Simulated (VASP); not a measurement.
AlN, 4 atoms in the cell. Symmetry: P6_3/mmc, No. 194, hexagonal system. Conventional cell: a = 3.312 Å, b = 3.312 Å, c = 4.188 Å, α = 90.00°, β = 90.00°, γ = 120.00°. Within 2.5 Å of Al (site symmetry -6m2) lie 5 N at 1.91 to 2.09 Å. Within 2.5 Å of N (site symmetry -6m2) lie 5 Al at 1.91 to 2.09 Å. 

```yaml
Program: VASP 6.6.1
Task: single point
Functional: PBEsol
Potentials_or_basis: VASP PAW PBE potentials, release 64 (Al, N)
Cutoff: 520 eV
k_mesh: 12 × 12 × 6
Occupations: gaussian, width 0.01 eV
Spin: no spin polarisation
Dipole_correction: no
Further_INCAR_settings: ALGO = Normal; EDIFF = 1e-07; NBANDS = 16
```

Potentials or basis: VASP PAW PBE potentials, release 64 (Al, N).

Launch:

```sh
$ cat potpaw_PBE.64/Al/POTCAR potpaw_PBE.64/N/POTCAR > POTCAR
$ mpirun -np 1 vasp_std > vasp.out
```

Hardware: 1 thread of Intel(R) Xeon(R) Platinum 8488C (Sapphire Rapids), with other jobs on the host.

Estimate the wall time of this run.

Run time: 26 s on 1 thread of Intel(R) Xeon(R) Platinum 8488C (Sapphire Rapids), on a shared host, peak memory 0.18 GiB. Counts: scf iterations 14, k points 76.
